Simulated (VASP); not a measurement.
# Rh (P6_3/mmc) in VASP: further runs, part 2 of 2

VASP 6.6.1. The steps go on from the part before.

**5. Single point, PBEsol**

This run uses another cell than the first one, of 14.17 Å³/atom, 1.116 times its volume.

The input, INCAR:

```
SYSTEM = Rh
ALGO = Normal ; EDIFF = 1E-7
ENCUT = 520 ; GGA = PS
ISIF = 2 ; ISMEAR = -1
LASPH = .TRUE. ; LCHARG = .FALSE.
LREAL = .FALSE. ; LWAVE = .FALSE.
NBANDS = 38 ; NELM = 100
PREC = Accurate ; SIGMA = 0.1
```

The input, KPOINTS:

```
k-points
0
G
  10 10 3
  0 0 0
```

The input, POSCAR:

```
Rh
1.0
    2.7154616537      0.0000000000      0.0000000000
   -1.3577308268      2.3516587737      0.0000000000
    0.0000000000      0.0000000000      8.8755901607
Rh
4
Direct
    0.0000000000      0.0000000000      0.0000000000
    0.3333333333      0.6666666667      0.2500000000
    0.0000000000      0.0000000000      0.5000000000
    0.6666666667      0.3333333333      0.7500000000
```

Potentials or basis: VASP PAW PBE potentials, release 64 (Rh_pv).

Command:

```console
$ cat potpaw_PBE.64/Rh_pv/POTCAR > POTCAR
$ mpirun -np 1 vasp_std > vasp.out
```

OUTCAR:

```text
SYSTEM = Rh
   EDIFF = 1E-7
   ENCUT = 520
   GGA = PS
   ISIF = 2
   ISMEAR = -1
   LASPH = .TRUE.
   LREAL = .FALSE.
   NELM = 100
   PREC = Accurate

 ion  position               nearest neighbor table
   1  0.000  0.000  0.000-   2 2.72   4 2.72   4 2.72   2 2.72   4 2.72   2 2.72
   2  0.333  0.667  0.250-   1 2.72   3 2.72   1 2.72   3 2.72   1 2.72   3 2.72
   3  0.000  0.000  0.500-   2 2.72   4 2.72   4 2.72   2 2.72   4 2.72   2 2.72
   4  0.667  0.333  0.750-   1 2.72   3 2.72   1 2.72   3 2.72   1 2.72   3 2.72

  LATTYP: Found a hexagonal cell.
 ALAT       =     2.7154616537
 C/A-ratio  =     3.2685382055

  Lattice vectors:

 A1 = (   2.7154616537,   0.0000000000,   0.0000000000)
 A2 = (  -1.3577308268,   2.3516587737,   0.0000000000)
 A3 = (   0.0000000000,   0.0000000000,   8.8755901607)

Analysis of symmetry for initial positions (statically):
=====================================================================
 Subroutine PRICEL returns:
 Original cell was already a primitive cell.

 Routine SETGRP: Setting up the symmetry group for a
 hexagonal supercell.

 Subroutine GETGRP returns: Found 24 space group operations
 (whereof 12 operations were pure point group operations)
 out of a pool of 24 trial point group operations.

The static configuration has the point symmetry D_3d.
 The point group associated with its full space group is D_6h.

Analysis of symmetry for dynamics (positions and initial velocities):
=====================================================================
 Subroutine PRICEL returns:
 Original cell was already a primitive cell.

 Routine SETGRP: Setting up the symmetry group for a
 hexagonal supercell.

 Subroutine GETGRP returns: Found 24 space group operations
 (whereof 12 operations were pure point group operations)
 out of a pool of 24 trial point group operations.

The dynamic configuration has the point symmetry D_3d.
[... 114 lines left out ...]
   PSTRESS=    0.0 pullay stress
   NELECT =      60.0000    total number of electrons
   NUPDOWN=      -1.0000    fix difference up-down
   EMIN   =  10.00;   EMAX   =-10.00  energy-range for DOS
   EFERMI =   0.00;   METHOD = LEGACY
   ISMEAR =    -1;   SIGMA  =   0.10  broadening in eV -4-tet -1-fermi 0-gaus
   EFERMI_NEDOS =   21; number of points for ismear=-14 and -15
   IALGO  =     38    algorithm
   IMIX   =      4    mixing-type and parameters
     AMIX     =   0.40;   BMIX     =  1.00
     AMIX_MAG =   1.60;   BMIX_MAG =  1.00
  volume/ion in A,a.u.               =      14.17        95.62
  Fermi-wavevector in a.u.,A,eV,Ry     =   1.668477  3.152964 37.876101  2.783815
  Thomas-Fermi vector in A             =   2.754317
   LORBIT       =      0    0 simple, 1 ext, 2 COOP (PROOUT), +10 PAW based schemes
   GGA     = PS    functional components
   LHFCALC =     F    Hartree Fock is set to
   AEXX    =    0.0000 exact exchange contribution
   IVDW    =     0    specifies the selected vdW correction
   LEPSILON=     F    determine dielectric tensor
   LRPA    =     F    only Hartree local field effects (RPA)
 non-spin polarized calculation
  energy-cutoff  :      520.00
  volume of cell :       56.68
 maximum number of plane-waves:      1545
   NGX = 11   NGY = 11   NGZ = 33

 number of electron      59.9999994 magnetization

 Free energy of the ion-electron system (eV)
  ---------------------------------------------------
  ext. energy  EPLUGINS =         0.00000000
  ---------------------------------------------------
  free energy    TOTEN  =       -32.49554081 eV

  energy without entropy =      -32.29981949  energy(sigma->0) =      -32.39768015

 E-fermi :  11.2420     XC(G=0): -14.0243

 val. band max:       11.2286067974   @ k =   0.4000   0.1000   0.3333
 cond. band min:      11.2458211633   @ k =   0.3000   0.1000   0.3333
 fundamental gap:      0.0172143659
 Fermi energy:        11.2420217596

 k-point     1 :       0.0000    0.0000    0.0000
  band No.  band energies     occupation
      1     -35.7238      2.00000
      2     -35.4002      2.00000
      3     -35.3969      2.00000
      4     -35.1628      2.00000
      5     -35.1628      2.00000
      6     -35.1258      2.00000
[... 973 lines left out ...]
     37      20.0967      0.00000
     38      20.1596      0.00000

 [... further k-points ...]
[... 5 lines left out ...]
  --------------------------------------------------------------------------------------
  -------------------------------------------------------------------------------------
  Total       -4.2444703     -4.2444703     -4.1807233     -0.0000000     -0.0000000      0.0000000
  in kB     -119.9827626   -119.9827624   -118.1807622     -0.0000000     -0.0000000      0.0000000
  external PRESSURE =    -119.3820957 kB  Pullay stress =       0.0000000 kB

 VOLUME and BASIS-vectors are now :
 -----------------------------------------------------------------------------
  energy-cutoff  :      520.00
  volume of cell :       56.68
      direct lattice vectors                 reciprocal lattice vectors
     2.715461654  0.000000000  0.000000000     0.368261507  0.212615880  0.000000000
    -1.357730827  2.351658774  0.000000000     0.000000000  0.425231760  0.000000000
     0.000000000  0.000000000  8.875590161     0.000000000  0.000000000  0.112668564

 POSITION                                       TOTAL-FORCE (eV/Angst)
 -----------------------------------------------------------------------------------
      0.00000      0.00000      0.00000         0.000000      0.000000      0.000000
     -0.00000      1.56777      2.21890        -0.000000      0.000000      0.000000
      0.00000      0.00000      4.43780         0.000000      0.000000      0.000000
      1.35773      0.78389      6.65669         0.000000     -0.000000      0.000000
 -----------------------------------------------------------------------------------
    total drift:                                0.000000     -0.000000      0.000000

  FREE ENERGIE OF THE ION-ELECTRON SYSTEM (eV)
  ---------------------------------------------------
  free  energy   TOTEN  =       -32.4955408106 eV

  energy  without entropy=      -32.2998194869  energy(sigma->0) =      -32.39768015
```

Run time: 51 s. Hardware: 1 thread of AMD EPYC 7R13 (Zen 3), shared host; peak memory 0.16 GiB.

What came out:

```yaml
Free_energy: -32.4955 eV
Pressure: -11.9 GPa
Band_gap_on_the_k_mesh: zero (band 30 reaches 12.02 eV, above the bottom of band 31 at 10.26 eV)
```

Levels at points of the mesh, in eV from the Fermi level:
| k point | band 25 | band 26 | band 27 | band 28 | band 29 | band 30 | band 31 | band 32 | band 33 | band 34 |
| --- | --- | --- | --- | --- | --- | --- | --- | --- | --- | --- |
| (0.00, 0.00, 0.00) | -2.64 | -2.54 | -2.54 | -1.38 | -1.38 | -0.82 | -0.82 | -0.34 | -0.34 | 0.40 |
| (0.50, 0.00, 0.00) | -1.49 | 0.51 | 0.52 | 0.56 | 0.62 | 0.78 | 0.78 | 0.82 | 1.18 | 2.18 |

Caveat: the PAW data sets were made with another functional, which shifts forces and pressure a little.

**6. Single point, PBEsol**

This run uses another cell than the first one, of 14.54 Å³/atom, 1.145 times its volume.

The input, INCAR:

```
  ALGO = Normal
  EDIFF = 1E-6
  ENCUT = 520
  GGA = PS
  ISIF = 2
  ISMEAR = -1
  LASPH = True
  LCHARG = True
  LELF = True
  LREAL = False
  LVHAR = True
  LWAVE = False
  NBANDS = 38
  NELM = 80
  PREC = Accurate
  SIGMA = 0.1
```

The input, KPOINTS:

```
k-points
0
Gamma
  10 10 3
```

The input, POSCAR:

```
Rh
1.0
    2.7387714775      0.0000000000      0.0000000000
   -1.3693857388      2.3718456733      0.0000000000
    0.0000000000      0.0000000000      8.9517792105
Rh
4
Direct
    0.0000000000      0.0000000000      0.0000000000
    0.3333333333      0.6666666667      0.2500000000
    0.0000000000      0.0000000000      0.5000000000
    0.6666666667      0.3333333333      0.7500000000
```

Potentials or basis: VASP PAW PBE potentials, release 64 (Rh_pv).

Command:

```console
$ cat potpaw_PBE.64/Rh_pv/POTCAR > POTCAR
$ mpirun -np 1 vasp_std > vasp.out
```

OUTCAR:

```text
EDIFF = 1E-6
   ENCUT = 520
   GGA = PS
   ISIF = 2
   ISMEAR = -1
   LASPH = True
   LREAL = False
   NELM = 80
   PREC = Accurate

 ion  position               nearest neighbor table
   1  0.000  0.000  0.000-   2 2.74   4 2.74   4 2.74   2 2.74   4 2.74   2 2.74
   2  0.333  0.667  0.250-   1 2.74   3 2.74   1 2.74   3 2.74   1 2.74   3 2.74
   3  0.000  0.000  0.500-   2 2.74   4 2.74   4 2.74   2 2.74   4 2.74   2 2.74
   4  0.667  0.333  0.750-   1 2.74   3 2.74   1 2.74   3 2.74   1 2.74   3 2.74

  LATTYP: Found a hexagonal cell.
 ALAT       =     2.7387714775
 C/A-ratio  =     3.2685382056

  Lattice vectors:

 A1 = (   2.7387714775,   0.0000000000,   0.0000000000)
 A2 = (  -1.3693857388,   2.3718456733,   0.0000000000)
 A3 = (   0.0000000000,   0.0000000000,   8.9517792105)

Analysis of symmetry for initial positions (statically):
=====================================================================
 Subroutine PRICEL returns:
 Original cell was already a primitive cell.

 Routine SETGRP: Setting up the symmetry group for a
 hexagonal supercell.

 Subroutine GETGRP returns: Found 24 space group operations
[... 164 lines left out ...]
  ext. energy  EPLUGINS =         0.00000000
  ---------------------------------------------------
  free energy    TOTEN  =       -32.36114971 eV

  energy without entropy =      -32.15667541  energy(sigma->0) =      -32.25891256

 E-fermi :  10.7875     XC(G=0): -13.8612

 val. band max:       10.7768676175   @ k =   0.4000   0.1000   0.3333
 cond. band min:      10.7937431367   @ k =   0.3000   0.1000   0.3333
 fundamental gap:      0.0168755192
 Fermi energy:        10.7875262559

 k-point     1 :       0.0000    0.0000    0.0000
  band No.  band energies     occupation
      1     -36.0744      2.00000
      2     -35.7791      2.00000
      3     -35.7746      2.00000
      4     -35.5625      2.00000
      5     -35.5625      2.00000
      6     -35.5286      2.00000
[... 973 lines left out ...]
     37      19.4126      0.00000
     38      19.4876      0.00000

 [... further k-points ...]
[... 5 lines left out ...]
  --------------------------------------------------------------------------------------
  -------------------------------------------------------------------------------------
  Total       -6.3381941     -6.3381941     -6.2948327      0.0000000      0.0000000      0.0000000
  in kB     -174.6322830   -174.6322828   -173.4375746      0.0000000      0.0000000      0.0000000
  external PRESSURE =    -174.2340468 kB  Pullay stress =       0.0000000 kB

 VOLUME and BASIS-vectors are now :
 -----------------------------------------------------------------------------
  energy-cutoff  :      520.00
  volume of cell :       58.15
      direct lattice vectors                 reciprocal lattice vectors
     2.738771477  0.000000000  0.000000000     0.365127214  0.210806296  0.000000000
    -1.369385739  2.371845673  0.000000000     0.000000000  0.421612591  0.000000000
     0.000000000  0.000000000  8.951779210     0.000000000  0.000000000  0.111709636

 POSITION                                       TOTAL-FORCE (eV/Angst)
 -----------------------------------------------------------------------------------
      0.00000      0.00000      0.00000         0.000000      0.000000     -0.000000
     -0.00000      1.58123      2.23794         0.000000     -0.000000      0.000000
      0.00000      0.00000      4.47589         0.000000      0.000000     -0.000000
      1.36939      0.79062      6.71383        -0.000000      0.000000     -0.000000
 -----------------------------------------------------------------------------------
    total drift:                                0.000000     -0.000000      0.000000

  FREE ENERGIE OF THE ION-ELECTRON SYSTEM (eV)
  ---------------------------------------------------
  free  energy   TOTEN  =       -32.3611497097 eV

  energy  without entropy=      -32.1566754134  energy(sigma->0) =      -32.25891256
```

OSZICAR:

```text
N       E                     dE             d eps       ncg     rms          rms(c)
DAV:   1     0.773551725083E+03    0.77355E+03   -0.36637E+04  2144   0.181E+03
DAV:   2    -0.969884401528E+01   -0.78325E+03   -0.76114E+03  2232   0.572E+02
DAV:   3    -0.346725686949E+02   -0.24974E+02   -0.24257E+02  2326   0.111E+02
DAV:   4    -0.349101297714E+02   -0.23756E+00   -0.23739E+00  2382   0.111E+01
DAV:   5    -0.349143458490E+02   -0.42161E-02   -0.42160E-02  2374   0.147E+00    0.194E+01
DAV:   6    -0.324400611223E+02    0.24743E+01   -0.81829E+00  2320   0.212E+01    0.554E+00
DAV:   7    -0.323945019203E+02    0.45559E-01   -0.21233E-01  2338   0.420E+00    0.292E+00
DAV:   8    -0.324251502529E+02   -0.30648E-01   -0.46509E-01  2278   0.706E+00    0.286E+00
DAV:   9    -0.323616042241E+02    0.63546E-01   -0.18890E-01  2266   0.396E+00    0.471E-01
DAV:  10    -0.323611852312E+02    0.41899E-03   -0.35494E-03  2296   0.451E-01    0.639E-02
DAV:  11    -0.323611518412E+02    0.33390E-04   -0.10967E-04  2392   0.921E-02    0.212E-02
DAV:  12    -0.323611505300E+02    0.13112E-05   -0.18807E-05  2358   0.461E-02    0.471E-03
DAV:  13    -0.323611497097E+02    0.82032E-06   -0.97292E-07  1268   0.934E-03
   1 F= -.32361150E+02 E0= -.32258913E+02  d E =-.204474E+00
```

stdout:

```text
POSCAR found type information on POSCAR Rh
 POSCAR found :  1 types and       4 ions
 scaLAPACK will be used
 -----------------------------------------------------------------------------
|                                                                             |
|                                                                             |
|     You enforced a specific xc type in the INCAR file but a different       |
|     I HOPE YOU KNOW WHAT YOU ARE DOING!                                     |
|                                                                             |
 -----------------------------------------------------------------------------

 LDA part: xc-table for (Slater+PW92), standard interpolation
 POSCAR, INCAR and KPOINTS ok, starting setup
 FFT: planning ... GRIDC
 FFT: planning ... GRID_SOFT
 FFT: planning ... GRID
 WAVECAR not read
 entering main loop
```

It took 52 s on 1 thread of AMD EPYC 7R13 (Zen 3), shared host; peak memory 0.16 GiB.

What came out:

```
Free energy            : -32.3611 eV
Pressure               : -17.4 GPa
Band gap on the k mesh : zero (band 30 reaches 11.53 eV, above the bottom of band 31 at 9.84 eV)
```

Stress tensor (GPa, compression positive):
```
-17.46   0.00   0.00
  0.00 -17.46   0.00
  0.00   0.00 -17.34
```

Caveat: the PAW data sets were made with another functional, which shifts forces and pressure a little.

**7. Single point, PBEsol**

This run uses another cell than the first one, of 14.91 Å³/atom, 1.174 times its volume.

The input, INCAR:

```
  ALGO = Normal
  EDIFF = 1E-6
  ENCUT = 520
  GGA = PS
  ISIF = 2
  ISMEAR = -1
  LASPH = T
  LCHARG = T
  LELF = T
  LREAL = F
  LVHAR = T
  LWAVE = F
  NBANDS = 38
  NELM = 100
  PREC = Accurate
  SIGMA = 0.1
```

KPOINTS is that of step 6.

The input, POSCAR:

```
Rh
1.0
    2.7616911329      0.0000000000      0.0000000000
   -1.3808455664      2.3916946770      0.0000000000
    0.0000000000      0.0000000000      9.0266929797
Rh
4
Direct
    0.0000000000      0.0000000000      0.0000000000
    0.3333333333      0.6666666667      0.2500000000
    0.0000000000      0.0000000000      0.5000000000
    0.6666666667      0.3333333333      0.7500000000
```

Command:

```console
$ cat potpaw_PBE.64/Rh_pv/POTCAR > POTCAR
$ mpirun -np 1 vasp_std > vasp.out
```

Run time: 65 s. Hardware: 1 thread of AMD EPYC 7R13 (Zen 3), shared host; peak memory 0.18 GiB.

The run converged. Its results:

| Item | Value |
| --- | --- |
| Free energy | -32.1806 eV |
| Pressure | -22.0 GPa |
| Band gap on the k mesh | zero (band 30 reaches 11.07 eV, above the bottom of band 31 at 9.45 eV) |

Levels at points of the mesh, in eV from the Fermi level:
| k point | band 25 | band 26 | band 27 | band 28 | band 29 | band 30 | band 31 | band 32 | band 33 | band 34 |
| --- | --- | --- | --- | --- | --- | --- | --- | --- | --- | --- |
| (0.00, 0.00, 0.00) | -2.43 | -2.34 | -2.34 | -1.27 | -1.27 | -0.75 | -0.75 | -0.32 | -0.32 | 0.37 |
| (0.50, 0.00, 0.00) | -1.36 | 0.47 | 0.48 | 0.52 | 0.57 | 0.71 | 0.71 | 0.75 | 1.22 | 2.18 |

Caveat: the PAW data sets were made with another functional, which shifts forces and pressure a little.

**8. The runs side by side**

| cell | gap on the mesh (eV) | pressure (GPa) |
| --- | --- | --- |
| a = 2.618, b = 2.618, c = 8.557 Å, angles 90.0, 90.0, 120.0°, 4 atoms | none | 22.0 |
| a = 2.643, b = 2.643, c = 8.639 Å, angles 90.0, 90.0, 120.0°, 4 atoms | none | 11.3 |
| a = 2.668, b = 2.668, c = 8.719 Å, angles 90.0, 90.0, 120.0°, 4 atoms | none | 2.2 |
| a = 2.715, b = 2.715, c = 8.876 Å, angles 90.0, 90.0, 120.0°, 4 atoms | none | -11.9 |
| a = 2.739, b = 2.739, c = 8.952 Å, angles 90.0, 90.0, 120.0°, 4 atoms | none | -17.4 |
| a = 2.762, b = 2.762, c = 9.027 Å, angles 90.0, 90.0, 120.0°, 4 atoms | none | -22.0 |

Alike in all rows: task single point; level PBEsol; potentials or basis VASP PAW PBE potentials, release 64 (Rh_pv); no spin polarisation; k mesh 10 × 10 × 3; cutoff (eV) 520; smearing fermi-dirac 0.1 eV.

Caveats: the PAW data sets were made with another functional, which shifts forces and pressure a little.

Absolute energies hang on the potentials; compare differences alone.
